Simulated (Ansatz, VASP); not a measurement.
K: VASP beside Ansatz

INCAR

```
SYSTEM = K
  PREC = Accurate
  ENCUT = 520
  EDIFF = 1E-7
  ISMEAR = -1
  SIGMA = 0.1
  LREAL = .FALSE.
  LASPH = .TRUE.
  NELM = 150
  ALGO = Normal
  ISIF = 2
  LWAVE = .FALSE.
  LCHARG = .FALSE.
  ISPIN = 2
  MAGMOM = 0.5
  LORBIT = 11
  GGA = B5
  ALDAX = 1.0
  AGGAX = 1.0
  AGGAC = 1.0
  ALDAC = 0.0
  IVDW = 12
  VDW_S6 = 1.0
  VDW_S8 = 2.6996
  VDW_A1 = 0.4298
  VDW_A2 = 4.2359
  NBANDS = 14
```

File KPOINTS:

```
regular mesh
0
G
  7 7 7
  0 0 0
```

Contents of POSCAR:

```
K
1.0
   -2.7330567785      2.7330567785      2.7330567785
    2.7330567785     -2.7330567785      2.7330567785
    2.7330567785      2.7330567785     -2.7330567785
K
1
Direct
    0.0000000000      0.0000000000      0.0000000000
```

Contents of input.yaml:

```yaml
crystal:
  lattice:
    - [-2.7330567785, 2.7330567785, 2.7330567785]
    - [2.7330567785, -2.7330567785, 2.7330567785]
    - [2.7330567785, 2.7330567785, -2.7330567785]
  atoms:
    - { symbol: K, position: [0.0, 0.0, 0.0], spin: 0.5 }
hamiltonian:
  xc: blyp
  pseudopotentials: { kind: nc, accuracy: stringent, xc_functional: pbesol }
  dispersion: d3bj
magnetization:
  spin_polarized: true
kpoints:
  mp_grid: { grid: [7, 7, 7] }
scf:
  occupations: { method: fermi_dirac, width: 0.1 }
  n_extra_bands: 6
output:
  forces: true
  stress: true
  eigenvalues: true
  dos: { projected: true, de: 0.05, nscf_kmesh: { grid: [11, 11, 11] } }
```

Change from the starting cell: volume scaled by 1.04.

Alike in both runs: functional BLYP; dispersion D3(BJ); k mesh 7 × 7 × 7; occupations fermi-dirac, width 0.1 eV; collinear spin.

```csv
,VASP,Ansatz
version,VASP 6.6.1,Ansatz 0.2.0
potentials or method,"VASP PAW PBE potentials, release 64 (K_sv)",PseudoDojo stringent (PBEsol files)
plane-wave cutoff (eV),520,1007
valence electrons in the cell,9,9
task,single point,projected density of states
```

|  | VASP | Ansatz | Ansatz less VASP |
| --- | --- | --- | --- |
| gap on the k mesh at the Fermi level (eV) | none | none | - |
| pressure (GPa) | -0.8 | -0.8 | +0.01 |
| net moment per atom (μB) | 0.00 | 0.00 | 0.000 |

VASP's potentials were made for PBE, not for BLYP. A gap of «none» marks a metal or a gap that the smearing closes.

Noted on Ansatz's run: the potentials were made for another functional, which shifts forces and pressure.
